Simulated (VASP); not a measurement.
# C (C2/m) in VASP: further runs, part 2 of 2

VASP 6.6.1. The steps go on from the part before.

### 3 Single point, PBE+D3(BJ) (biaxial strain in the a-b plane: +6.0 %)

INCAR reads:

```
ALGO = Normal
EDIFF = 1E-7
ENCUT = 520
GGA = PE
ISIF = 2
ISMEAR = 0
IVDW = 12
LASPH = T
LCHARG = F
LREAL = F
LWAVE = F
NBANDS = 16
NELM = 80
PREC = Accurate
SIGMA = 0.02
```

KPOINTS reads:

```
k-points
0
Gamma
  8 12 8
```

POSCAR reads:

```
C
1.0
    4.5255691630      0.0000000000      0.0000000000
    0.0000000000      2.6128188279      0.0000000000
   -1.5038021435      0.0000000000      3.2524835262
C
4
Direct
    0.8334105932      0.0000000000      0.0002300999
    0.6665894068      0.5000000000      0.9997699001
    0.3334105932      0.5000000000      0.0002300999
    0.1665894068      0.0000000000      0.9997699001
```

Potentials or basis: VASP PAW PBE potentials, release 64 (C).

The run is started by

```console
cat potpaw_PBE.64/C/POTCAR > POTCAR
mpirun -np 1 vasp_std > vasp.out
```

OUTCAR:

```text
EDIFF = 1E-7
   ENCUT = 520
   GGA = PE
   ISIF = 2
   ISMEAR = 0
   IVDW = 12
   LASPH = T
   LREAL = F
   NELM = 80
   PREC = Accurate
 IVDW          = 12

 ion  position               nearest neighbor table
   1  0.833  0.000  0.000-   4 1.51   2 1.51   2 1.51
   2  0.667  0.500  1.000-   3 1.51   1 1.51   1 1.51
   3  0.333  0.500  0.000-   2 1.51   4 1.51   4 1.51
   4  0.167  0.000  1.000-   1 1.51   3 1.51   3 1.51

  LATTYP: Found a simple monoclinic cell.
 ALAT       =     3.5833043375
 B/A-ratio  =     0.7291646430
 C/A-ratio  =     1.2389580084
 COS(beta)  =    -0.3793306961

  Lattice vectors:

 A1 = (  -1.5038021435,   0.0000000000,   3.2524835262)
 A2 = (   0.0000000000,   2.6128188279,   0.0000000000)
 A3 = (  -3.0217670195,   0.0000000000,  -3.2524835262)

Analysis of symmetry for initial positions (statically):
=====================================================================
[... 196 lines left out ...]

  energy without entropy =      -35.99766916  energy(sigma->0) =      -35.99766916

 E-fermi :   3.7231     XC(G=0): -10.1717

 val. band max:        3.6204675904   @ k =   0.1250   0.3333   0.2500
 cond. band min:       4.3421916898   @ k =   0.0000   0.3333   0.0000
 fundamental gap:      0.7217240994
 Fermi energy:         3.7231350911

 k-point     1 :       0.0000    0.0000    0.0000
  band No.  band energies     occupation
      1     -14.4148      2.00000
      2      -9.6260      2.00000
      3      -8.1737      2.00000
      4      -2.0152      2.00000
      5      -1.2485      2.00000
      6       0.9173      2.00000
[... 433 lines left out ...]
      3      -6.7154      2.00000
      4      -5.4388      2.00000
      5      -3.0093      2.00000
      6      -1.4712      2.00000
[... 8 lines left out ...]
     15      16.2885      0.00000
     16      17.3895      0.00000

 [... further k-points ...]

------------------------ aborting loop because EDIFF is reached ----------------------------------------

 Edisp (eV)   -0.60633

 E8    (eV) :    -0.1728

  FORCE on cell =-STRESS in cart. coord.  units (eV):
  Direction    XX          YY          ZZ          XY          YZ          ZX
  --------------------------------------------------------------------------------------
  -------------------------------------------------------------------------------------
  Total     -14.15953   -14.13954     0.41638     0.00000     0.00000    -0.00476
  in kB    -589.87768  -589.04490    17.34632     0.00000     0.00000    -0.19826
  external pressure =     -387.19 kB  Pullay stress =        0.00 kB

 VOLUME and BASIS-vectors are now :
 -----------------------------------------------------------------------------
  energy-cutoff  :      520.00
  volume of cell :       38.46
      direct lattice vectors                 reciprocal lattice vectors
     4.525569163  0.000000000  0.000000000     0.220966682  0.000000000  0.102165058
     0.000000000  2.612818828  0.000000000     0.000000000  0.382728412  0.000000000
    -1.503802143  0.000000000  3.252483526     0.000000000  0.000000000  0.307457360

 POSITION                                       TOTAL-FORCE (eV/Angst)
 -----------------------------------------------------------------------------------
      3.77131      0.00000      0.00075         0.004696      0.000000      0.017425
      1.51324      1.30641      3.25174        -0.004696     -0.000000     -0.017425
      1.50853      1.30641      0.00075         0.004696      0.000000      0.017425
     -0.74954      0.00000      3.25174        -0.004696      0.000000     -0.017425
 -----------------------------------------------------------------------------------
    total drift:                                0.000000     -0.000000     -0.000000

  FREE ENERGIE OF THE ION-ELECTRON SYSTEM (eV)
  ---------------------------------------------------
  free  energy   TOTEN  =       -36.6039982092 eV

  energy  without entropy=      -36.6039982092  energy(sigma->0) =      -36.60399821
```

stdout:

```text
POSCAR found type information on POSCAR C
 POSCAR found :  1 types and       4 ions
 scaLAPACK will be used
 LDA part: xc-table for (Slater+PW92), standard interpolation
 POSCAR, INCAR and KPOINTS ok, starting setup
 FFT: planning ... GRIDC
 FFT: planning ... GRID_SOFT
 FFT: planning ... GRID
 WAVECAR not read
 entering main loop
```

Run time: 40 s. Hardware: 1 thread of Intel Xeon 6975P-C (Granite Rapids), shared host; peak memory 0.23 GiB.

What came out:

| Item | Value |
| --- | --- |
| Free energy | -36.6040 eV |
| Pressure | -38.7 GPa |
| Largest force | 0.018 eV/Å |
| Band gap on the k mesh | 0.72 eV |
| Dispersion energy per atom | -0.152 eV |

Forces in eV/Å, atoms in the order of the input:
```
C    0.005  0.000  0.017
C   -0.005  0.000 -0.017
C    0.005  0.000  0.017
C   -0.005  0.000 -0.017
```

Stress tensor (GPa, compression positive):
```
-58.99   0.00  -0.02
  0.00 -58.90   0.00
 -0.02   0.00   1.73
```

Caveat: the cell differs from its parent crystal (biaxial strain in the a-b plane: +6.0 %). A k mesh can miss the band edges.

### 4 Single point, PBE+D3(BJ) (biaxial strain in the a-b plane: +4.0 %, then relaxed in part)

INCAR reads:

```
SYSTEM = C
  PREC = Accurate
  ENCUT = 520
  EDIFF = 1E-6
  ISMEAR = 0
  SIGMA = 0.02
  LREAL = .False.
  LASPH = .True.
  NELM = 100
  ALGO = Normal
  ISIF = 2
  LWAVE = .False.
  LCHARG = .False.
  GGA = PE
  IVDW = 12
  NBANDS = 16
```

KPOINTS reads:

```
regular mesh
0
Gamma
  8 12 8
  0 0 0
```

POSCAR reads:

```
C
1.0
    4.4401787235      0.0000000000     -0.0045605967
    0.0000000000      2.5635203594      0.0000000000
   -1.4788100146      0.0000000000      3.3931246040
C
4
Direct
    0.8334105932      0.0000000000      0.0002300999
    0.6665894068      0.5000000000      0.9997699001
    0.3334105932      0.5000000000      0.0002300999
    0.1665894068      0.0000000000      0.9997699001
```

The run is started by

```console
cat potpaw_PBE.64/C/POTCAR > POTCAR
mpirun -np 1 vasp_std > vasp.out
```

It took 41 s on 1 thread of Intel Xeon 6975P-C (Granite Rapids), shared host; peak memory 0.23 GiB.

The run converged. Its results:

```yaml
Free_energy: -37.0723 eV
Pressure: -27.6 GPa
Band_gap_on_the_k_mesh: 0.65 eV
Dispersion_energy_per_atom: -0.148 eV
```

Stress tensor (GPa, compression positive):
```
-41.36   0.00   0.04
  0.00 -41.36   0.00
  0.04   0.00  -0.07
```

Levels at points of the mesh, in eV from the valence-band top:
```tsv
k point	band 4	band 5	band 6	band 7	band 8	band 9	band 10	band 11	band 12	band 13
(0.00, 0.00, 0.00)	-5.77	-5.48	-2.71	-2.71	-2.16	1.61	4.96	6.43	7.95	7.95
(0.50, 0.00, 0.00)	-6.83	-4.52	-4.52	-4.52	-4.52	6.51	6.51	7.25	7.25	7.91
(0.00, 0.50, 0.00)	-9.88	-7.99	-7.99	-1.39	-1.39	2.57	2.57	9.84	9.84	11.34
(0.50, 0.50, 0.00)	-12.22	-5.71	-5.71	-1.45	-1.45	2.23	2.23	6.79	6.79	11.83
(0.00, 0.00, 0.50)	-7.42	-5.71	-2.73	-2.73	-1.44	2.24	6.79	7.90	7.90	10.23
(0.50, 0.00, 0.50)	-6.94	-5.40	-5.40	-4.50	-4.50	7.08	7.08	7.44	7.44	10.39
(0.00, 0.50, 0.50)	-9.96	-8.05	-8.05	-2.79	-2.79	3.16	3.16	10.96	10.96	11.32
(0.50, 0.50, 0.50)	-12.13	-5.77	-5.77	-2.16	-2.16	1.62	1.62	6.43	6.43	13.00
```

Caveat: the cell differs from its parent crystal (biaxial strain in the a-b plane: +4.0 %, then relaxed in part).

### 5 Single point, PBE+D3(BJ) (biaxial strain in the a-b plane: +6.0 %, then relaxed in part)

INCAR reads:

```
SYSTEM = C
  ALGO = Normal
  EDIFF = 1E-6
  ENCUT = 520
  GGA = PE
  ISIF = 2
  ISMEAR = 0
  IVDW = 12
  LASPH = .TRUE.
  LCHARG = .FALSE.
  LREAL = .FALSE.
  LWAVE = .FALSE.
  NBANDS = 16
  NELM = 80
  PREC = Accurate
  SIGMA = 0.02
```

KPOINTS reads:

```
k-points
0
G
  8 12 8
  0 0 0
```

POSCAR reads:

```
C
1.0
    4.5255671921      0.0000000000     -0.0042236183
    0.0000000000      2.6128188279      0.0000000000
   -1.5068369629      0.0000000000      3.4142698524
C
4
Direct
    0.8334173137      0.0000000000      0.0002417647
    0.6665826863      0.5000000000      0.9997582353
    0.3334173137      0.5000000000      0.0002417647
    0.1665826863      0.0000000000      0.9997582353
```

The run is started by

```console
cat potpaw_PBE.64/C/POTCAR > POTCAR
mpirun -np 1 vasp_std > vasp.out
```

Wall time 42 s (1 thread of Intel Xeon 6975P-C (Granite Rapids), shared host); peak memory 0.23 GiB.

The run converged. Its results:

| Property | Result |
| --- | --- |
| Free energy | -36.6137 eV |
| Pressure | -37.3 GPa |
| Band gap on the k mesh | 0.64 eV |
| Dispersion energy per atom | -0.143 eV |

Stress tensor (GPa, compression positive):
```
-55.95   0.00   0.05
  0.00 -55.94   0.00
  0.05   0.00  -0.07
```

Levels at points of the mesh, in eV from the valence-band top:
```csv
k point,band 4,band 5,band 6,band 7,band 8,band 9,band 10,band 11,band 12,band 13
"(0.00, 0.00, 0.00)",-5.62,-5.15,-2.71,-2.71,-2.06,1.59,5.11,5.92,7.61,7.61
"(0.50, 0.00, 0.00)",-6.74,-4.43,-4.43,-4.26,-4.26,6.18,6.18,6.81,6.81,7.90
"(0.00, 0.50, 0.00)",-9.75,-7.71,-7.71,-1.28,-1.28,2.44,2.44,9.78,9.78,10.64
"(0.50, 0.50, 0.00)",-11.89,-5.56,-5.56,-1.35,-1.35,2.17,2.17,6.27,6.27,11.64
"(0.00, 0.00, 0.50)",-7.06,-5.56,-2.73,-2.73,-1.35,2.18,6.27,7.56,7.56,9.08
"(0.50, 0.00, 0.50)",-6.85,-5.12,-5.12,-4.40,-4.40,6.70,6.70,6.97,6.97,10.36
"(0.00, 0.50, 0.50)",-9.83,-7.77,-7.77,-2.65,-2.65,3.02,3.02,10.34,10.34,10.81
"(0.50, 0.50, 0.50)",-11.81,-5.62,-5.62,-2.06,-2.06,1.60,1.60,5.92,5.92,12.72
```

Caveat: the cell differs from its parent crystal (biaxial strain in the a-b plane: +6.0 %, then relaxed in part). A k mesh can miss the band edges.

### 6 The runs side by side

| cell | gap on the mesh (eV) | pressure (GPa) | largest force (eV/Å) |
| --- | --- | --- | --- |
| a = 4.440, b = 2.564, c = 3.608 Å, angles 90.0, 114.1, 90.0°, 4 atoms | 0.76 | -28.2 | 0.01 |
| a = 4.526, b = 2.613, c = 3.583 Å, angles 90.0, 114.8, 90.0°, 4 atoms | 0.72 | -38.7 | 0.02 |
| a = 4.440, b = 2.564, c = 3.701 Å, angles 90.0, 113.6, 90.0°, 4 atoms | 0.65 | -27.6 | - |
| a = 4.526, b = 2.613, c = 3.732 Å, angles 90.0, 113.9, 90.0°, 4 atoms | 0.64 | -37.3 | - |

Alike in all rows: task single point; level PBE+D3(BJ); potentials or basis VASP PAW PBE potentials, release 64 (C); no spin polarisation; k mesh 8 × 12 × 8; cutoff (eV) 520; smearing gaussian 0.02 eV.

Absolute energies hang on the potentials; compare differences alone.
